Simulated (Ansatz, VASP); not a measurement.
ZnS in VASP and in Ansatz

INCAR

```
SYSTEM = ZnS
PREC     = Accurate       ! precision mode
ENCUT    = 520            ! plane-wave cutoff, eV
EDIFF    = 1E-7           ! SCF threshold, eV
ISMEAR   = 0              ! smearing method
SIGMA    = 0.02           ! smearing width, eV
LREAL    = .FALSE.        ! projectors in reciprocal space
LASPH    = .TRUE.         ! aspherical terms in the spheres
NELM     = 100            ! most SCF steps
ALGO     = Normal         ! electronic algorithm
ISIF     = 2              ! what is computed and relaxed
LWAVE    = .FALSE.        ! write WAVECAR
LCHARG   = .TRUE.         ! write CHGCAR
GGA      = PE             ! functional
LELF     = .TRUE.         ! ELF
LVHAR    = .TRUE.       
NBANDS   = 16             ! bands
```

KPOINTS

```
Automatic mesh
0
G
  10 10 10
  0 0 0
```

Contents of POSCAR:

```
ZnS
1.0
    0.0000000000      2.6552089980      2.6552089980
    2.6552089980      0.0000000000      2.6552089980
    2.6552089980      2.6552089980      0.0000000000
Zn S
1 1
Direct
    0.0000000000      0.0000000000      0.0000000000
    0.7500000000      0.7500000000      0.7500000000
```

Input for Ansatz:

```yaml
crystal:
  lattice:
    - [0.0, 2.655208998, 2.655208998]
    - [2.655208998, 0.0, 2.655208998]
    - [2.655208998, 2.655208998, 0.0]
  atoms:
    - { symbol: Zn, position: [0.0, 0.0, 0.0] }
    - { symbol: S, position: [0.75, 0.75, 0.75] }
basis:
  ecutwfc: 420
kpoints:
  mp_grid: { grid: [10, 10, 10] }
hamiltonian:
  xc: pbe
scf:
  occupations: { method: gaussian, width: 0.02 }
output:
  forces: true
  stress: true
  eigenvalues: true
```

Alike in both runs: task single point; functional PBE; k mesh 10 × 10 × 10; occupations gaussian, width 0.02 eV; no spin polarisation.

|  | VASP | Ansatz |
| --- | --- | --- |
| version | VASP 6.6.1 | Ansatz 0.2.0 |
| potentials or method | VASP PAW PBE potentials, release 64 (Zn, S), cutoff 520 eV | scalar-relativistic, plane waves, PAW |
| valence electrons in the cell | 18 | 18 |

Ansatz gave:

```
gap on the k mesh at the Fermi level (eV) : 2.34
least direct gap on the mesh (eV)         : 2.34
pressure (GPa)                            : 6.1
```

**Question.** Estimate VASP's values.

**Answer.** gap on the k mesh at the Fermi level (eV): 2.35; least direct gap on the mesh (eV): 2.35; pressure (GPa): 6.3.
